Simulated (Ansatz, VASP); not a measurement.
## MgO: VASP beside Ansatz

The input INCAR:

```
PREC = Accurate ; ENCUT = 840
EDIFF = 1E-6 ; ISMEAR = 0
SIGMA = 0.02 ; LREAL = False
LASPH = True ; NELM = 120
ALGO = Normal ; ISIF = 2
LWAVE = False ; LCHARG = True
GGA = CA ; LELF = True
LVHAR = True ; NBANDS = 15
GGA_COMPAT = False
```

Contents of KPOINTS:

```
Automatic mesh
0
Gamma
  10 10 10
```

File POSCAR:

```
MgO
1.0
    0.0000000000      2.0371530027      2.0371530027
    2.0371530027      0.0000000000      2.0371530027
    2.0371530027      2.0371530027      0.0000000000
Mg O
1 1
Direct
    0.0000000000      0.0000000000      0.0000000000
    0.5000000000      0.5000000000      0.5000000000
```

Input for Ansatz:

```yaml
crystal:
  lattice:
    - [0.0, 2.0371530027, 2.0371530027]
    - [2.0371530027, 0.0, 2.0371530027]
    - [2.0371530027, 2.0371530027, 0.0]
  atoms:
    - { symbol: Mg, position: [0.0, 0.0, 0.0] }
    - { symbol: O, position: [0.5, 0.5, 0.5] }
basis:
  ecutwfc: 420
kpoints:
  mp_grid: { grid: [10, 10, 10] }
hamiltonian:
  xc: lda
  pseudopotentials: { kind: paw }
scf:
  occupations: { method: gaussian, width: 0.02 }
output:
  forces: true
  stress: true
  eigenvalues: true
```

Alike in both runs: task single point; functional LDA; k mesh 10 × 10 × 10; occupations gaussian, width 0.02 eV; no spin polarisation.

```csv
,VASP,Ansatz
version,VASP 6.6.1,Ansatz 0.2.0
potentials or method,"VASP PAW LDA potentials, release 64 (Mg_sv, O), cutoff 840 eV","scalar-relativistic, plane waves, PAW"
valence electrons in the cell,16,16
```

Ansatz gave:

* gap on the k mesh at the Fermi level (eV): 5.69
* least direct gap on the mesh (eV): 5.69
* pressure (GPa): 12.1

Problem. What did VASP give for the same quantities?

Solution. gap on the k mesh at the Fermi level (eV): 5.70; least direct gap on the mesh (eV): 5.70; pressure (GPa): 13.0.

LDA's correlation is that of Perdew and Zunger in VASP and of Perdew and Wang (1992) in Ansatz.
